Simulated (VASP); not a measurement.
# Zr3S2 (R32) in VASP: a series of runs, part 2 of 2

VASP 6.6.1. Earlier steps stand in the parts before.

### 5 Relaxation of cell and atoms, PBEsol, target pressure 2 GPa, at which the enthalpy is minimised

This run uses another cell than the first one, of 20.36 Å³/atom, 1.059 times its volume.

File INCAR:

```
PREC = Accurate
ENCUT = 600
EDIFF = 1E-6
ISMEAR = -1
SIGMA = 0.05
LREAL = False
LASPH = True
NELM = 100
ALGO = Normal
ISIF = 3
LWAVE = False
LCHARG = False
GGA = PS
IBRION = 2
NSW = 60
EDIFFG = -0.01
PSTRESS = 20.0
```

File KPOINTS:

```
Automatic mesh
0
Gamma
  6 6 6
```

File POSCAR:

```
Zr3S2
1.0
    2.9025379727      1.6757810799      3.4877732718
   -2.9025379727      1.6757810799      3.4877732718
    0.0000000000     -3.3515621597      3.4877732718
Zr S
3 2
Direct
    0.8387270000      0.5000000000      0.1612730000
    0.5000000000      0.1612730000      0.8387270000
    0.1612730000      0.8387270000      0.5000000000
    0.6650230000      0.6650230000      0.6650230000
    0.3349770000      0.3349770000      0.3349770000
```

Potentials or basis: VASP PAW PBE potentials, release 64 (Zr_sv, S).

The run is started by

```bash
> cat potpaw_PBE.64/Zr_sv/POTCAR potpaw_PBE.64/S/POTCAR > POTCAR
> mpirun -np 1 vasp_std > vasp.out
```

OUTCAR:

```text
PREC = Accurate
   ENCUT = 600
   EDIFF = 1E-6
   ISMEAR = -1
   LREAL = False
   LASPH = True
   NELM = 100
   ISIF = 3
   GGA = PS
   IBRION = 2
   NSW = 60
   EDIFFG = -0.01
   PSTRESS = 20.0

 ion  position               nearest neighbor table
   1  0.839  0.500  0.161-   4 2.61   5 2.61   4 2.62   5 2.62   3 3.32   3 3.32   2 3.32   2 3.32
                             2 3.41   3 3.41   3 3.49   2 3.49
   2  0.500  0.161  0.839-   5 2.61   4 2.61   5 2.62   4 2.62   3 3.32   3 3.32   1 3.32   1 3.32
                             1 3.41   3 3.41   3 3.49   1 3.49
   3  0.161  0.839  0.500-   4 2.61   5 2.61   4 2.62   5 2.62   2 3.32   1 3.32   1 3.32   2 3.32
                             1 3.41   2 3.41   1 3.49   2 3.49
   4  0.665  0.665  0.665-   1 2.61   2 2.61   3 2.61   1 2.62   3 2.62   2 2.62
   5  0.335  0.335  0.335-   2 2.61   1 2.61   3 2.61   2 2.62   3 2.62   1 2.62

  LATTYP: Found a trigonal (rhomboedric) cell.
 ALAT       =     4.8370994724
 COS(alpha) =     0.2798619160

  Lattice vectors:

 A1 = (   2.9025379727,   1.6757810799,   3.4877732718)
 A2 = (  -2.9025379727,   1.6757810799,   3.4877732718)
 A3 = (   0.0000000000,  -3.3515621597,   3.4877732718)

Analysis of symmetry for initial positions (statically):
=====================================================================
 Subroutine PRICEL returns:
 Original cell was already a primitive cell.

 Routine SETGRP: Setting up the symmetry group for a
 trigonal (rhombohedral) supercell.

 Subroutine GETGRP returns: Found  6 space group operations
 (whereof  6 operations were pure point group operations)
 out of a pool of 12 trial point group operations.

The static configuration has the point symmetry D_3 .

Analysis of symmetry for dynamics (positions and initial velocities):
=====================================================================
 Subroutine PRICEL returns:
 Original cell was already a primitive cell.

 Routine SETGRP: Setting up the symmetry group for a
 trigonal (rhombohedral) supercell.

 Subroutine GETGRP returns: Found  6 space group operations
 (whereof  6 operations were pure point group operations)
 out of a pool of 12 trial point group operations.

The dynamic configuration has the point symmetry D_3 .

 Subroutine INISYM returns: Found  6 space group operations
 (whereof  6 operations are pure point group operations),
[... 129 lines left out ...]
   AEXX    =    0.0000 exact exchange contribution
   IVDW    =     0    specifies the selected vdW correction
   LEPSILON=     F    determine dielectric tensor
   LRPA    =     F    only Hartree local field effects (RPA)
 conjugate gradient relaxation of ions
 non-spin polarized calculation
  energy-cutoff  :      600.00
  volume of cell :      101.79
 maximum number of plane-waves:      3446
 NGX is ok and might be reduce to    40
   NGX = 19   NGY = 19   NGZ = 19

--------------------------------------- Ionic step        1  -------------------------------------------

 number of electron      48.0000000 magnetization

 Free energy of the ion-electron system (eV)
  ---------------------------------------------------
  ext. energy  EPLUGINS =         0.00000000
  ---------------------------------------------------
  free energy    TOTEN  =       -41.88261634 eV

  energy without entropy =      -41.86248152  energy(sigma->0) =      -41.87254893

------------------------ aborting loop because EDIFF is reached ----------------------------------------

  FORCE on cell =-STRESS in cart. coord.  units (eV):
  Direction    XX          YY          ZZ          XY          YZ          ZX
  --------------------------------------------------------------------------------------
  -------------------------------------------------------------------------------------
  Total       -3.0699455     -3.0699455     -3.2805222      0.0000000     -0.0000000      0.0000000
  in kB      -48.3221846    -48.3221846    -51.6367476      0.0000000     -0.0000000      0.0000000
  external PRESSURE =     -69.4270389 kB  Pullay stress =      20.0000000 kB
[... 28 lines left out ...]
--------------------------------------- Ionic step        2  -------------------------------------------

 number of electron      48.0000001 magnetization

 E-fermi :  10.2852     XC(G=0): -11.6504

 val. band max:       10.2429065463   @ k =   0.3333   0.3333   0.3333
 cond. band min:      10.2873612796   @ k =   0.1667   0.1667  -0.0000
 fundamental gap:      0.0444547333
 Fermi energy:        10.2851776046

 k-point     1 :       0.0000    0.0000    0.0000
  band No.  band energies     occupation
      1     -38.3652      2.00000
      2     -38.2234      2.00000
      3     -38.2234      2.00000
      4     -16.7092      2.00000
      5     -16.7006      2.00000
      6     -16.6721      2.00000
[... 980 lines left out ...]
--------------------------------------- Ionic step        8  -------------------------------------------

 number of electron      47.9999999 magnetization

 Free energy of the ion-electron system (eV)
  ---------------------------------------------------
  ext. energy  EPLUGINS =         0.00000000
  ---------------------------------------------------
  free energy    TOTEN  =       -41.93852729 eV

  energy without entropy =      -41.91965289  energy(sigma->0) =      -41.92909009

 E-fermi :   9.3964     XC(G=0): -11.3046

 val. band max:        9.3939635862   @ k =   0.1667  -0.0000  -0.0000
 cond. band min:       9.4000288051   @ k =   0.3333   0.3333   0.3333
 fundamental gap:      0.0060652189
 Fermi energy:         9.3964010323

 k-point     1 :       0.0000    0.0000    0.0000
  band No.  band energies     occupation
      1     -39.4500      2.00000
      2     -39.3469      2.00000
      3     -39.3469      2.00000
      4     -17.7067      2.00000
      5     -17.6842      2.00000
      6     -17.6842      2.00000
[... 771 lines left out ...]
  energy  without entropy=      -41.9196528899  energy(sigma->0) =      -41.92909009

  enthalpy is  TOTEN    =       -40.7377287613 eV   P V=        1.2007985334

 reached required accuracy - stopping structural energy minimisation
```

CONTCAR:

```text
Zr3S2
   1.00000000000000
     2.8452009560090774    1.6426775378792584    3.4303167234857002
    -2.8452009560090774    1.6426775378792584    3.4303167234857002
     0.0000000000000000   -3.2853550756570211    3.4303167234840370
  Zr              S
     3     2
Direct
     0.8393472686238557    0.5000000000000000    0.1606527313761443
     0.4999999999999999    0.1606527313761442    0.8393472686238556
     0.1606527313761442    0.8393472686238557    0.5000000000000000
     0.6645149290985960    0.6645149290985960    0.6645149290985959
     0.3354850709014041    0.3354850709014041    0.3354850709014043

  0.00000000E+00  0.00000000E+00  0.00000000E+00
  0.00000000E+00  0.00000000E+00  0.00000000E+00
  0.00000000E+00  0.00000000E+00  0.00000000E+00
  0.00000000E+00  0.00000000E+00  0.00000000E+00
  0.00000000E+00  0.00000000E+00  0.00000000E+00
```

It took 11 min on 1 thread of AMD EPYC 7R13, shared host; peak memory 0.28 GiB.

What came out:

* Free energy: -41.9385 eV
* Relaxed volume: 19.24 Å³/atom
* Relaxed cell: a = 4.750 Å, b = 4.750 Å, c = 4.750 Å, α = 73.60°, β = 73.60°, γ = 73.60°
* Space group after relaxing (to 0.05 Å): R32 (No. 155)
* Energy change on relaxing (the enthalpy is what falls): -11.2 meV/atom
* Ionic steps: 8
* Pressure after relaxing: 2.0 GPa
* Largest force after relaxing: 0.008 eV/Å
* Band gap on the k mesh: zero (band 24 reaches 9.52 eV, above the bottom of band 25 at 9.30 eV)

Forces on the atoms (eV/Å):
```
Zr   0.004  0.007  0.000
Zr   0.004 -0.007  0.000
Zr  -0.008  0.000  0.000
S    0.000  0.000 -0.001
S    0.000  0.000  0.001
```

The path:
```tsv
step	energy change (eV)	largest force (eV/Å)	pressure (GPa)	volume (Å³)
1	0.0000	0.1265	-4.94	101.79
2	0.2853	0.3984	14.35	89.34
3	-0.0578	0.0541	1.83	96.42
4	-0.0566	0.0581	1.99	96.31
5	-0.0566	0.0276	1.99	96.27
6	-0.0562	0.0451	1.99	96.23
7	-0.0561	0.0186	2.01	96.21
8	-0.0559	0.0079	2.03	96.19
```

Final structure:
```xyz
5
Lattice="2.8452 1.6427 3.4303 -2.8452 1.6427 3.4303 0.0000 -3.2854 3.4303" Properties=species:S:1:pos:R:3 pbc="T T T"
Zr    0.9655    1.6723    5.1455
Zr    0.9655   -1.6723    5.1455
Zr   -1.9310    0.0000    5.1455
S     0.0000    0.0000    6.8385
S     0.0000    0.0000    3.4525
```

Levels at points of the mesh, in eV from the Fermi level:
```csv
k point,band 20,band 21,band 22,band 23,band 24,band 25,band 26,band 27,band 28
"(0.00, 0.00, 0.00)",-4.11,-2.69,-1.98,0.12,0.12,0.72,0.72,2.14,2.94
"(0.50, 0.00, 0.00)",-3.72,-1.25,-1.19,-0.94,-0.71,-0.09,1.02,1.85,1.91
"(0.50, 0.50, 0.00)",-3.76,-2.03,-1.31,-0.85,-0.30,-0.08,0.95,2.01,2.12
"(0.50, 0.50, 0.50)",-4.42,-0.81,-0.40,-0.20,-0.20,0.32,0.32,1.14,1.14
```

Caveat: the cell is relaxed towards a set pressure, so the enthalpy falls and the energy may rise; the PAW data sets were made with another functional, which shifts forces and pressure a little.

### 6 The runs side by side

| task | cell | cutoff (eV) | gap on the mesh (eV) | pressure (GPa) | largest force (eV/Å) |
| --- | --- | --- | --- | --- | --- |
| single point | a = 4.746 Å, angles 73.7°, 5 atoms | 520 | none | 2.2 | 0.01 |
| single point | a = 4.769 Å, angles 73.8°, 5 atoms | 520 | none | 0.1 | 0.01 |
| relaxation of cell and atoms | relaxed from a = 4.837 Å, angles 73.7°, 5 atoms | 600 | none | -0.1 | 0.01 |
| relaxation of cell and atoms | relaxed to 2 GPa from a = 4.837 Å, angles 73.7°, 5 atoms | 600 | none | 2.0 | 0.01 |

Alike in all rows: level PBEsol; potentials or basis VASP PAW PBE potentials, release 64 (Zr_sv, S); no spin polarisation; k mesh 6 × 6 × 6; smearing fermi-dirac 0.05 eV.

Caveats: the PAW data sets were made with another functional, which shifts forces and pressure a little; the cell is relaxed towards a set pressure, so the enthalpy falls and the energy may rise (some runs).

Total energies depend on the potentials used, so only differences within one code and one set of settings carry meaning.
